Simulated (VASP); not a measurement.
A run of VASP 6.6.1 is set up as follows.

INCAR

```
ALGO = Normal
EDIFF = 1E-7
ENCUT = 520
GGA = PE
ISIF = 2
ISMEAR = -1
LASPH = True
LCHARG = False
LREAL = False
LWAVE = False
NBANDS = 16
NELM = 60
PREC = Accurate
SIGMA = 0.01
```

File KPOINTS:

```
k-points
0
Gamma
  8 8 8
```

The input POSCAR:

```
ZnS
1.0
    0.0000000000      2.6776035000      2.7046500000
    2.6776035000      0.0000000000      2.7046500000
    2.6776035000      2.6776035000      0.0000000000
Zn S
1 1
Direct
    0.0000000000      0.0000000000      0.0000000000
    0.7500000000      0.7500000000      0.7500000000
```

Potentials or basis: VASP PAW PBE potentials, release 64 (Zn, S).

Run with:

```sh
$ cat potpaw_PBE.64/Zn/POTCAR potpaw_PBE.64/S/POTCAR > POTCAR
$ mpirun -np 1 vasp_std > vasp.out
```

(1) Predict the band gap on the k mesh.

(2) Predict the pressure.

Answers

(1) 2.18 eV, direct.

(2) 3.1 GPa.

Caveat: the cell differs from its parent crystal (equal xx and yy strain of -1 %).
